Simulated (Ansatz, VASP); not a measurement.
# MgF2: VASP beside Ansatz

File INCAR:

```
SYSTEM = MgF2
ALGO = Normal ; EDIFF = 1E-8
ENCUT = 520 ; GGA = PE
ISIF = 2 ; ISMEAR = -1
LASPH = .TRUE. ; LCHARG = .FALSE.
LEFG = .TRUE. ; LREAL = .FALSE.
LWAVE = .FALSE. ; NBANDS = 25
NELM = 100 ; PREC = Accurate
SIGMA = 0.01
```

The input KPOINTS:

```
k-points
0
G
  6 6 8
  0 0 0
```

The input POSCAR:

```
MgF2
1.0
    4.6213000000      0.0000000000      0.0000000000
    0.0000000000      4.6213000000      0.0000000000
    0.0000000000      0.0000000000      3.0159000000
Mg F
2 4
Direct
    0.0000000000      0.0000000000      0.0000000000
    0.5000000000      0.5000000000      0.5000000000
    0.3028000000      0.3028000000      0.0000000000
    0.1972000000      0.8028000000      0.5000000000
    0.6972000000      0.6972000000      0.0000000000
    0.8028000000      0.1972000000      0.5000000000
```

Input for Ansatz:

```yaml
crystal:
  lattice:
    - [4.6213, 0.0, 0.0]
    - [0.0, 4.6213, 0.0]
    - [0.0, 0.0, 3.0159]
  atoms:
    - { symbol: Mg, position: [0.0, 0.0, 0.0] }
    - { symbol: Mg, position: [0.5, 0.5, 0.5] }
    - { symbol: F, position: [0.3028, 0.3028, 0.0] }
    - { symbol: F, position: [0.1972, 0.8028, 0.5] }
    - { symbol: F, position: [0.6972, 0.6972, 0.0] }
    - { symbol: F, position: [0.8028, 0.1972, 0.5] }
kpoints:
  mp_grid: { grid: [6, 6, 8] }
  band_path:
    path:
      - [0.0, 0.0, 0.0]
      - [0.0, 0.5, 0.0]
      - [0.5, 0.5, 0.0]
      - [0.0, 0.0, 0.0]
      - [0.0, 0.0, 0.5]
      - [0.0, 0.5, 0.5]
      - [0.5, 0.5, 0.5]
      - [0.0, 0.0, 0.5]
      - [0.0, 0.5, 0.0]
    npoints: 8
scf:
  occupations: { method: fermi_dirac, width: 0.01 }
hamiltonian:
  xc: pbe
  pseudopotentials: { kind: paw }
output:
  forces: true
  stress: true
  eigenvalues: true
  efg: { contact_densities: true }
  populations: true
  bader: true
  dos: { projected: true, de: 0.2, e_range: [-14, 8] }
```

Alike in both runs: task electric field gradients; functional PBE; k mesh 6 × 6 × 8; occupations fermi-dirac, width 0.01 eV; no spin polarisation.

```csv
,VASP,Ansatz
version,VASP 6.6.1,Ansatz 0.2.0
potentials or method,"VASP PAW PBE potentials, release 64 (Mg, F)","PAW with Ansatz's default frozen-core files, scalar-relativistic"
plane-wave cutoff (eV),520,420
valence electrons in the cell,32,48
```

```csv
,VASP,Ansatz,Ansatz less VASP
gap on the k mesh at the Fermi level (eV),7.20,7.24,+0.039
pressure (GPa),5.4,6.2,+0.87
"traceless stress, the component that is largest in VASP (GPa)",1.30,1.33,+0.031
rms of the force components (eV/Å),0.025,0.025,+0.0004
size of Vzz on the site where it differs most (V/Å²),47.9,48.5,+0.65
```

Atom by atom the forces differ by 0.000 eV/Å (rms over components). VASP's potentials hold 32 valence electrons a cell and Ansatz's 48, so a difference there can come from the potentials and not from the codes.
